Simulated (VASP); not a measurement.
Write the native input for VASP 6.6.1 that does the following.

| Quantity | Value |
| --- | --- |
| Task | single point |
| Functional | r2SCAN |
| Potentials or basis | VASP PAW PBE potentials, release 64 (Hf_pv, O) |
| Cutoff | 520 eV |
| k mesh | 8 × 8 × 8 |
| Occupations | gaussian, width 0.05 eV |
| Spin | no spin polarisation |
| Dipole correction | no |
| Further INCAR settings | ALGO = Normal; EDIFF = 1e-06; NBANDS = 18 |

HfO2:

```
Hf O
1.0
     0.00000    2.52916    2.52916
     2.52916    0.00000    2.52916
     2.52916    2.52916    0.00000
Hf O
1 2
Direct
  0.00000 0.00000 0.00000
  0.19069 0.19069 0.30931
  0.75000 0.75000 0.75000
```

This cell differs from its parent crystal: atom 2 (O) moved by (+0.000, -0.300) A along [1 1 0] and z.

These files were run (other wordings do the same):

POSCAR

```
HfO2
1.0
    0.0000000000      2.5291609878      2.5291609878
    2.5291609878      0.0000000000      2.5291609878
    2.5291609878      2.5291609878      0.0000000000
Hf O
1 2
Direct
    0.0000000000      0.0000000000      0.0000000000
    0.1906917943      0.1906917943      0.3093082057
    0.7500000000      0.7500000000      0.7500000000
```

INCAR.step1

```
SYSTEM = HfO2
  PREC = Accurate
  ENCUT = 520
  ISMEAR = 0
  SIGMA = 0.05
  LREAL = .FALSE.
  LASPH = .TRUE.
  NELM = 100
  NBANDS = 18
  GGA = PE
  ALGO = Normal
  EDIFF = 1E-4
  LWAVE = .TRUE.
  LCHARG = .FALSE.
```

INCAR.step2

```
SYSTEM = HfO2
  PREC = Accurate
  ENCUT = 520
  EDIFF = 1E-6
  ISMEAR = 0
  SIGMA = 0.05
  LREAL = .FALSE.
  LASPH = .TRUE.
  NELM = 100
  ALGO = Normal
  ISIF = 2
  LWAVE = .FALSE.
  LCHARG = .TRUE.
  METAGGA = R2SCAN
  LMIXTAU = .TRUE.
  LELF = .TRUE.
  LVHAR = .TRUE.
  NBANDS = 18
  ISTART = 1
```

KPOINTS

```
Automatic mesh
0
G
  8 8 8
  0 0 0
```

Potentials or basis: VASP PAW PBE potentials, release 64 (Hf_pv, O).

Run with:

```sh
$ cat potpaw_PBE.64/Hf_pv/POTCAR potpaw_PBE.64/O/POTCAR > POTCAR
$ cp INCAR.step1 INCAR
$ mpirun -np 1 vasp_std > vasp.out
$ cp INCAR.step2 INCAR
$ mpirun -np 1 vasp_std > vasp.out
```

It gave:

The pressure is 3.9 GPa, the largest force is 3.718 eV/Å and the band gap on the k mesh is 4.07 eV, direct.

Caveat: the cell differs from its parent crystal (atom 2 (O) moved by (+0.000, -0.300) A along [1 1 0] and z); the PAW data sets were made with another functional, which shifts forces and pressure a little; spin-orbit coupling is left out, which moves the levels of the heavy elements.

Wall time 6.5 min on 1 thread of Intel Xeon 6975P-C, with other jobs on the host, peak memory 0.2 GiB.
